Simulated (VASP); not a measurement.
# HfC (Fm-3m) in VASP: notebook

Aim: see how the results for HfC move with the level of theory and the settings. Levels: PBEsol, RPBE+D4+U, LDA. Tasks: single point, relaxation of cell and atoms.

All numbers are computed with VASP 6.6.1; they aren't measurements. Logs are shortened: lines on timing, memory, paths and dates and some standing lists are left out, and cuts for length are marked.

## (1) The cell of the first run

Symmetry: Fm-3m, No. 225, cubic system. The conventional cell has a = 4.650 Å, b = 4.650 Å, c = 4.650 Å, α = 90.00°, β = 90.00°, γ = 90.00°. Hf (site symmetry m-3m) has 6 C at 2.33 Å within 3.1 Å. Within 3.1 Å of C (site symmetry m-3m) lie 6 Hf at 2.33 Å.

## (2) Single point, PBEsol

The input, INCAR:

```
SYSTEM = HfC
PREC = Accurate
ENCUT = 520
EDIFF = 1E-6
ISMEAR = 0
SIGMA = 0.05
LREAL = .FALSE.
LASPH = .TRUE.
NELM = 60
ALGO = Normal
ISIF = 2
LWAVE = .FALSE.
LCHARG = .FALSE.
GGA = PS
NBANDS = 14
```

The input, KPOINTS:

```
Automatic mesh
0
G
  10 10 10
  0 0 0
```

The input, POSCAR:

```
HfC
1.0
    0.0000000000      2.3250000000      2.3250000000
    2.3250000000      0.0000000000      2.3250000000
    2.3250000000      2.3250000000      0.0000000000
Hf C
1 1
Direct
    0.5000000000      0.5000000000      0.5000000000
    0.0000000000      0.0000000000      0.0000000000
```

Potentials or basis: VASP PAW PBE potentials, release 64 (Hf_pv, C).

On the command line:

```console
cat potpaw_PBE.64/Hf_pv/POTCAR potpaw_PBE.64/C/POTCAR > POTCAR
mpirun -np 1 vasp_std > vasp.out
```

OUTCAR:

```text
SYSTEM = HfC
   PREC = Accurate
   ENCUT = 520
   EDIFF = 1E-6
   ISMEAR = 0
   LREAL = .FALSE.
   LASPH = .TRUE.
   NELM = 60
   ISIF = 2
   GGA = PS

 ion  position               nearest neighbor table
   1  0.500  0.500  0.500-   2 2.33   2 2.33   2 2.33   2 2.33   2 2.33   2 2.33
   2  0.000  0.000  0.000-   1 2.33   1 2.33   1 2.33   1 2.33   1 2.33   1 2.33

  LATTYP: Found a face centered cubic cell.
 ALAT       =     4.6500000000

  Lattice vectors:

 A1 = (   0.0000000000,   2.3250000000,   2.3250000000)
 A2 = (   2.3250000000,   0.0000000000,   2.3250000000)
 A3 = (   2.3250000000,   2.3250000000,   0.0000000000)

Analysis of symmetry for initial positions (statically):
=====================================================================
 Subroutine PRICEL returns:
 Original cell was already a primitive cell.

 Routine SETGRP: Setting up the symmetry group for a
 face centered cubic supercell.

 Subroutine GETGRP returns: Found 48 space group operations
 (whereof 48 operations were pure point group operations)
 out of a pool of 48 trial point group operations.

The static configuration has the point symmetry O_h .

Analysis of symmetry for dynamics (positions and initial velocities):
=====================================================================
 Subroutine PRICEL returns:
 Original cell was already a primitive cell.

 Routine SETGRP: Setting up the symmetry group for a
 face centered cubic supercell.

 Subroutine GETGRP returns: Found 48 space group operations
 (whereof 48 operations were pure point group operations)
 out of a pool of 48 trial point group operations.

The dynamic configuration has the point symmetry O_h .

 Subroutine INISYM returns: Found 48 space group operations
 (whereof 48 operations are pure point group operations),
 and found     1 'primitive' translations

----------------------------------------------------------------------------------------

                                     Primitive cell

  volume of cell :      25.1362

  direct lattice vectors                    reciprocal lattice vectors
     0.000000000  2.325000000  2.325000000    -0.215053763  0.215053763  0.215053763
     2.325000000  0.000000000  2.325000000     0.215053763 -0.215053763  0.215053763
     2.325000000  2.325000000  0.000000000     0.215053763  0.215053763 -0.215053763

  length of vectors
     3.288046533  3.288046533  3.288046533     0.372484045  0.372484045  0.372484045

  position of ions in fractional coordinates (direct lattice)
     0.500000000  0.500000000  0.500000000
     0.000000000  0.000000000  0.000000000

  ion indices of the primitive-cell ions
   primitive index   ion index
                 1           1
                 2           2

----------------------------------------------------------------------------------------

 KPOINTS: Automatic mesh

Automatic generation of k-mesh.
 Grid dimensions read from file:
 generate k-points for:   10   10   10

 Generating k-lattice:

  Cartesian coordinates                     Fractional coordinates (reciprocal lattice)
    -0.021505376  0.021505376  0.021505376     0.100000000  0.000000000  0.000000000
     0.021505376 -0.021505376  0.021505376     0.000000000  0.100000000  0.000000000
     0.021505376  0.021505376 -0.021505376     0.000000000  0.000000000  0.100000000

  Length of vectors
     0.037248404  0.037248404  0.037248404

  Shift w.r.t. Gamma in fractional coordinates (k-lattice)
     0.000000000  0.000000000  0.000000000

 Subroutine IBZKPT returns following result:
 ===========================================

 Found     47 irreducible k-points:

 Following reciprocal coordinates:
            Coordinates               Weight
  0.000000  0.000000  0.000000      1.000000
  0.100000  0.000000  0.000000      8.000000
  0.200000  0.000000  0.000000      8.000000
  0.300000  0.000000  0.000000      8.000000
  0.400000  0.000000  0.000000      8.000000
  0.500000  0.000000  0.000000      4.000000
[... 16 lines left out ...]
  0.300000  0.300000  0.000000      6.000000
  0.400000  0.300000  0.000000     24.000000
 [... further k-points ...]
   k-points           NKPTS =     47   k-points in BZ     NKDIM =     47   number of bands    NBANDS=     14
   number of dos      NEDOS =    301   number of ions     NIONS =      2
   total plane-waves  NPLWV =  13824
   dimension x,y,z NGX =    24 NGY =   24 NGZ =   24
   dimension x,y,z NGXF=    48 NGYF=   48 NGZF=   48
   ions per type =               1   1
   NGX,Y,Z   is equivalent  to a cutoff of  12.13, 12.13, 12.13 a.u.
   NGXF,Y,Z  is equivalent  to a cutoff of  24.27, 24.27, 24.27 a.u.
 SYSTEM =  HfC
   PREC   = accura    normal or accurate (medium, high low for compatibility)
   ISTART =      0    job   : 0-new  1-cont  2-samecut
   ICHARG =      2    charge: 1-file 2-atom 10-const
   ISPIN  =      1    spin polarized calculation?
   LNONCOLLINEAR =      F non collinear calculations
[... 26 lines left out ...]
  Fermi-wavevector in a.u.,A,eV,Ry     =   1.346949  2.545365 24.684672  1.814272
  Thomas-Fermi vector in A             =   2.474740
   LORBIT       =      0    0 simple, 1 ext, 2 COOP (PROOUT), +10 PAW based schemes
   GGA     = PS    functional components
   LHFCALC =     F    Hartree Fock is set to
   AEXX    =    0.0000 exact exchange contribution
   IVDW    =     0    specifies the selected vdW correction
   LEPSILON=     F    determine dielectric tensor
   LRPA    =     F    only Hartree local field effects (RPA)
 non-spin polarized calculation
 Gauss-broadening in eV      SIGMA  =   0.05
  energy-cutoff  :      520.00
  volume of cell :       25.14
 maximum number of plane-waves:       700
   NGX = 13   NGY = 13   NGZ = 13

 number of electron      14.0000000 magnetization

 Free energy of the ion-electron system (eV)
  ---------------------------------------------------
  ext. energy  EPLUGINS =         0.00000000
  ---------------------------------------------------
  free energy    TOTEN  =       -22.17716297 eV

  energy without entropy =      -22.17672930  energy(sigma->0) =      -22.17694614

 E-fermi :   5.8369     XC(G=0): -12.4206

 val. band max:        5.8255384579   @ k =   0.1000   0.0000   0.0000
 cond. band min:       5.9580296134   @ k =   0.1000   0.1000   0.0000
 fundamental gap:      0.1324911555
 Fermi energy:         5.8368514601

 k-point     1 :       0.0000    0.0000    0.0000
  band No.  band energies     occupation
      1     -23.6942      2.00000
      2     -23.6942      2.00000
      3     -23.6942      2.00000
      4      -6.4830      2.00000
      5       6.8325      0.00000
      6       6.8325      0.00000
      7       6.8325      0.00000
      8       7.1510      0.00000
      9       7.1510      0.00000
     10       7.1510      0.00000
     11       9.1699      0.00000
     12       9.1699      0.00000
     13      12.6355      0.00000
     14      16.7509      0.00000

 k-point     2 :       0.1000    0.0000    0.0000
  band No.  band energies     occupation
      1     -23.7639      2.00000
      2     -23.7009      2.00000
      3     -23.7009      2.00000
      4      -6.2311      2.00000
      5       5.4347      2.00000
      6       5.8255      1.25103
      7       5.8255      1.25102
      8       7.5660      0.00000
      9       7.5660      0.00000
     10       7.9449      0.00000
     11      10.2827      0.00000
     12      10.2827      0.00000
     13      13.1845      0.00000
     14      17.4479      0.00000

 k-point     3 :       0.2000    0.0000    0.0000
  band No.  band energies     occupation
      1     -23.9415      2.00000
      2     -23.7184      2.00000
      3     -23.7184      2.00000
      4      -5.5263      2.00000
      5       3.6500      2.00000
      6       4.5816      2.00000
      7       4.5816      2.00000
      8       8.3081      0.00000
      9       8.3081      0.00000
     10       8.4796      0.00000
     11      12.2809      0.00000
     12      12.2809      0.00000
     13      14.3325      0.00000
     14      19.0806      0.00000
[... 324 lines left out ...]
 k-point    23 :       0.3000    0.3000    0.0000
  band No.  band energies     occupation
      1     -24.1062      2.00000
      2     -23.8484      2.00000
      3     -23.8484      2.00000
      4      -4.6396      2.00000
      5       2.0019      2.00000
      6       4.8104      2.00000
      7       5.4074      2.00000
      8       5.4074      2.00000
      9      10.3374      0.00000
     10      11.8008      0.00000
     11      11.8008      0.00000
     12      13.1786      0.00000
     13      18.1400      0.00000
     14      19.4567      0.00000

 k-point    24 :       0.4000    0.3000    0.0000
  band No.  band energies     occupation
      1     -24.1911      2.00000
      2     -23.8940      2.00000
      3     -23.8731      2.00000
      4      -4.3683      2.00000
      5       2.0802      2.00000
      6       3.9754      2.00000
      7       5.1023      2.00000
      8       6.0069      0.00000
      9      11.1552      0.00000
     10      12.1747      0.00000
     11      12.3086      0.00000
     12      14.0792      0.00000
     13      17.3492      0.00000
     14      18.4384      0.00000

 [... further k-points ...]
[... 5 lines left out ...]
  --------------------------------------------------------------------------------------
  -------------------------------------------------------------------------------------
  Total       -1.0967667     -1.0967667     -1.0967667      0.0000000      0.0000000     -0.0000000
  in kB      -69.9078568    -69.9078568    -69.9078568      0.0000000      0.0000000     -0.0000000
  external PRESSURE =     -69.9078568 kB  Pullay stress =       0.0000000 kB

 VOLUME and BASIS-vectors are now :
 -----------------------------------------------------------------------------
  energy-cutoff  :      520.00
  volume of cell :       25.14
      direct lattice vectors                 reciprocal lattice vectors
     0.000000000  2.325000000  2.325000000    -0.215053763  0.215053763  0.215053763
     2.325000000  0.000000000  2.325000000     0.215053763 -0.215053763  0.215053763
     2.325000000  2.325000000  0.000000000     0.215053763  0.215053763 -0.215053763

 POSITION                                       TOTAL-FORCE (eV/Angst)
 -----------------------------------------------------------------------------------
      2.32500      2.32500      2.32500        -0.000000     -0.000000      0.000000
      0.00000      0.00000      0.00000         0.000000      0.000000      0.000000
 -----------------------------------------------------------------------------------
    total drift:                                0.000000     -0.000000      0.000000

  FREE ENERGIE OF THE ION-ELECTRON SYSTEM (eV)
  ---------------------------------------------------
  free  energy   TOTEN  =       -22.1771629702 eV

  energy  without entropy=      -22.1767293048  energy(sigma->0) =      -22.17694614
```

Wall time 17 s (1 thread of AMD EPYC 7R43 (Zen 3), shared host); peak memory 0.11 GiB.

Results:

| Property | Result |
| --- | --- |
| Free energy | -22.1772 eV |
| Pressure | -7.0 GPa |
| Band gap on the k mesh | zero (band 7 reaches 6.83 eV, above the bottom of band 8 at 5.41 eV) |

Caveat: the PAW data sets were made with another functional, which shifts forces and pressure a little; spin-orbit coupling is left out, which moves the levels of the heavy elements.

## (3) Single point, RPBE+D4+U

This run uses another cell than the first one, of 12.68 Å³/atom, 1.009 times its volume.

The input, INCAR:

```
SYSTEM = HfC
PREC = Accurate
ENCUT = 520
EDIFF = 1E-6
ISMEAR = -5
SIGMA = 0.05
LREAL = .FALSE.
LASPH = .TRUE.
NELM = 150
ALGO = Normal
ISIF = 2
LWAVE = .FALSE.
LCHARG = .FALSE.
LMAXMIX = 4
LDAU = .TRUE.
LDAUTYPE = 2
LDAUL = 2 -1
LDAUU = 3 0
LDAUJ = 0 0
LDAUPRINT = 1
GGA = RP
IVDW = 13
NBANDS = 14
```

The input, KPOINTS:

```
regular mesh
0
G
  10 10 10
  0 0 0
```

The input, POSCAR:

```
HfC
1.0
    0.0000000000      2.3319880240      2.3319880240
    2.3319880240      0.0000000000      2.3319880240
    2.3319880240      2.3319880240      0.0000000000
Hf C
1 1
Direct
    0.5000000000      0.5000000000      0.5000000000
    0.0000000000      0.0000000000      0.0000000000
```

Potentials or basis: VASP PAW PBE potentials, release 64 (Hf_pv, C).

On the command line:

```console
cat potpaw_PBE.64/Hf_pv/POTCAR potpaw_PBE.64/C/POTCAR > POTCAR
mpirun -np 1 vasp_std > vasp.out
```

Wall time 31 s (1 thread of AMD EPYC 7R43 (Zen 3), shared host); peak memory 0.13 GiB.

The run converged. Its results:

```
Free energy                : -19.0825 eV
Pressure                   : 4.8 GPa
Band gap on the k mesh     : zero (band 7 reaches 7.25 eV, above the bottom of band 8 at 5.89 eV)
Dispersion energy per atom : -0.465 eV
```

Levels at points of the mesh, in eV from the Fermi level:
| k point | band 4 | band 5 | band 6 | band 7 | band 8 | band 9 | band 10 | band 11 |
| --- | --- | --- | --- | --- | --- | --- | --- | --- |
| (0.00, 0.00, 0.00) | -12.55 | 0.86 | 0.86 | 0.86 | 1.78 | 1.78 | 1.78 | 3.54 |
| (0.50, 0.00, 0.00) | -8.83 | -6.23 | -2.89 | -2.89 | 5.75 | 5.75 | 6.02 | 6.11 |
| (0.50, 0.50, 0.00) | -10.47 | -2.90 | -1.49 | -0.30 | -0.30 | 5.46 | 7.23 | 7.23 |

Eigenvalues of the final occupation matrices:
```csv
site,spin,trace,eigenvalues
site 1 d,1,0.78,0.11 0.11 0.11 0.23 0.23
site 1 d,2,0.78,0.11 0.11 0.11 0.23 0.23
```

Caveat: the PAW data sets were made with another functional, which shifts forces and pressure a little; spin-orbit coupling is left out, which moves the levels of the heavy elements; U without spin polarisation on a metal has little footing; pairwise dispersion overbinds metals, which lowers pressure and volume; the U is typed as a test and isn't derived for this compound; tetrahedron occupations give inexact forces and stress in metals.

## (4) Relaxation of cell and atoms, RPBE+D4+U

The input, INCAR:

```
PREC = Accurate ; ENCUT = 600
EDIFF = 1E-6 ; ISMEAR = -5
SIGMA = 0.05 ; LREAL = F
LASPH = T ; NELM = 150
ALGO = Normal ; ISIF = 3
LWAVE = F ; LCHARG = F
LMAXMIX = 4 ; LDAU = T
LDAUTYPE = 2 ; LDAUL = 2 -1
LDAUU = 3 0 ; LDAUJ = 0 0
LDAUPRINT = 1 ; GGA = RP
IVDW = 13 ; IBRION = 2
NSW = 60 ; EDIFFG = -0.01
```

The input, KPOINTS:

```
Automatic mesh
0
Gamma
  10 10 10
```

The input, POSCAR:

```
HfC
1.0
    0.0000000000      2.3250000000      2.3250000000
    2.3250000000      0.0000000000      2.3250000000
    2.3250000000      2.3250000000      0.0000000000
Hf C
1 1
Direct
    0.5000000000      0.5000000000      0.5000000000
    0.0000000000      0.0000000000      0.0000000000
```

On the command line:

```console
cat potpaw_PBE.64/Hf_pv/POTCAR potpaw_PBE.64/C/POTCAR > POTCAR
mpirun -np 1 vasp_std > vasp.out
```

It took 68 s on 1 thread of AMD EPYC 7R43 (Zen 3), shared host; peak memory 0.13 GiB.

It converged, with:

- Free energy: -19.0932 eV
- Relaxed volume: 12.94 Å³/atom
- Relaxed cell: a = 3.320 Å, b = 3.320 Å, c = 3.320 Å, α = 60.00°, β = 60.00°, γ = 60.00°
- Space group after relaxing (to 0.05 Å): Fm-3m (No. 225)
- Energy gained by relaxing: 7.9 meV/atom
- Ionic steps: 4
- Pressure after relaxing: 0.0 GPa
- Band gap on the k mesh: zero (band 7 reaches 7.09 eV, above the bottom of band 8 at 5.74 eV)
- Dispersion energy per atom: -0.453 eV

Step by step:
| step | energy change (eV) | largest force (eV/Å) | pressure (GPa) | volume (Å³) |
| --- | --- | --- | --- | --- |
| 1 | 0.0000 | 0.0000 | 6.90 | 25.14 |
| 2 | 0.0249 | 0.0000 | -9.80 | 27.16 |
| 3 | -0.0157 | 0.0000 | -0.16 | 25.89 |
| 4 | -0.0157 | 0.0000 | 0.03 | 25.87 |

Final structure:
```
Hf C
1.0
     0.00000    2.34751    2.34751
     2.34751    0.00000    2.34751
     2.34751    2.34751    0.00000
Hf C
1 1
Direct
  0.50000 0.50000 0.50000
  0.00000 0.00000 0.00000
```

Levels at points of the mesh, in eV from the Fermi level:
| k point | band 3 | band 4 | band 5 | band 6 | band 7 | band 8 | band 9 | band 10 | band 11 |
| --- | --- | --- | --- | --- | --- | --- | --- | --- | --- |
| (0.00, 0.00, 0.00) | -30.44 | -12.45 | 0.85 | 0.85 | 0.85 | 1.77 | 1.77 | 1.77 | 3.48 |
| (0.50, 0.00, 0.00) | -30.50 | -8.84 | -6.14 | -2.83 | -2.83 | 5.63 | 5.63 | 5.90 | 6.01 |
| (0.50, 0.50, 0.00) | -30.64 | -10.38 | -2.92 | -1.43 | -0.32 | -0.32 | 5.35 | 7.07 | 7.07 |

Eigenvalues of the final occupation matrices:
```tsv
site	spin	trace	eigenvalues
site 1 d	1	0.76	0.10 0.10 0.10 0.22 0.22
site 1 d	2	0.76	0.10 0.10 0.10 0.22 0.22
```

Caveat: the PAW data sets were made with another functional, which shifts forces and pressure a little; spin-orbit coupling is left out, which moves the levels of the heavy elements; U without spin polarisation on a metal has little footing; pairwise dispersion overbinds metals, which lowers pressure and volume; the U is typed as a test and isn't derived for this compound; tetrahedron occupations give inexact forces and stress in metals. Zero-point motion and thermal expansion aren't in these numbers.

## (5) Single point, LDA

This run uses another cell than the first one, of 11.95 Å³/atom, 0.951 times its volume.

The input, INCAR:

```
ALGO = Normal ; EDIFF = 1E-6
ENCUT = 520 ; ISIF = 2
ISMEAR = -1 ; LASPH = True
LCHARG = True ; LELF = True
LREAL = False ; LVHAR = True
LWAVE = False ; NBANDS = 14
NELM = 80 ; PREC = Accurate
SIGMA = 0.05
```

The input, KPOINTS:

```
k-points
0
Gamma
  10 10 10
```

The input, POSCAR:

```
HfC
1.0
    0.0000000000      2.2864470234      2.2864470234
    2.2864470234      0.0000000000      2.2864470234
    2.2864470234      2.2864470234      0.0000000000
Hf C
1 1
Direct
    0.5000000000      0.5000000000      0.5000000000
    0.0000000000      0.0000000000      0.0000000000
```

Potentials or basis: VASP PAW LDA potentials, release 64 (Hf_pv, C).

On the command line:

```console
cat potpaw_LDA.64/Hf_pv/POTCAR potpaw_LDA.64/C/POTCAR > POTCAR
mpirun -np 1 vasp_std > vasp.out
```

It took 7.9 s on 1 thread of Intel Xeon Platinum 8259CL at 2.50GHz (Skylake/Cascade Lake), shared host; peak memory 0.14 GiB.

Results (log left out):

```
Free energy            : -22.8928 eV
Pressure               : 0.6 GPa
Band gap on the k mesh : zero (band 7 reaches 7.30 eV, above the bottom of band 8 at 5.88 eV)
```

Levels at points of the mesh, in eV from the Fermi level:
```tsv
k point	band 4	band 5	band 6	band 7	band 8	band 9	band 10	band 11
(0.00, 0.00, 0.00)	-12.42	1.03	1.03	1.03	1.29	1.29	1.29	3.46
(0.50, 0.00, 0.00)	-8.27	-6.38	-3.19	-3.19	5.48	5.48	6.00	6.87
(0.50, 0.50, 0.00)	-10.48	-2.45	-2.03	-0.01	-0.01	5.52	7.01	7.01
```

Caveat: spin-orbit coupling is left out, which moves the levels of the heavy elements.

## (6) Summary

```csv
task,level,potentials or basis,U,cell,cutoff (eV),smearing,gap on the mesh (eV),pressure (GPa)
single point,PBEsol,"VASP PAW PBE potentials, release 64 (Hf_pv, C)",-,"a = 3.288 Å, angles 60.0°, 2 atoms",520,gaussian 0.05 eV,none,-7.0
single point,RPBE+D4+U,"VASP PAW PBE potentials, release 64 (Hf_pv, C)",Hf d U = 3.0 eV,"a = 3.298 Å, angles 60.0°, 2 atoms",520,tetrahedron,none,4.8
relaxation of cell and atoms,RPBE+D4+U,"VASP PAW PBE potentials, release 64 (Hf_pv, C)",Hf d U = 3.0 eV,"relaxed from a = 3.288 Å, angles 60.0°, 2 atoms",600,tetrahedron,none,0.0
single point,LDA,"VASP PAW LDA potentials, release 64 (Hf_pv, C)",-,"a = 3.234 Å, angles 60.0°, 2 atoms",520,fermi-dirac 0.05 eV,none,0.6
```

Alike in all rows: no spin polarisation; k mesh 10 × 10 × 10.

Caveats: spin-orbit coupling is left out, which moves the levels of the heavy elements; the PAW data sets were made with another functional, which shifts forces and pressure a little (some runs); U without spin polarisation on a metal has little footing (some runs); pairwise dispersion overbinds metals, which lowers pressure and volume (some runs); the U is typed as a test and isn't derived for this compound (some runs); tetrahedron occupations give inexact forces and stress in metals (some runs).

Absolute energies hang on the potentials; compare differences alone.
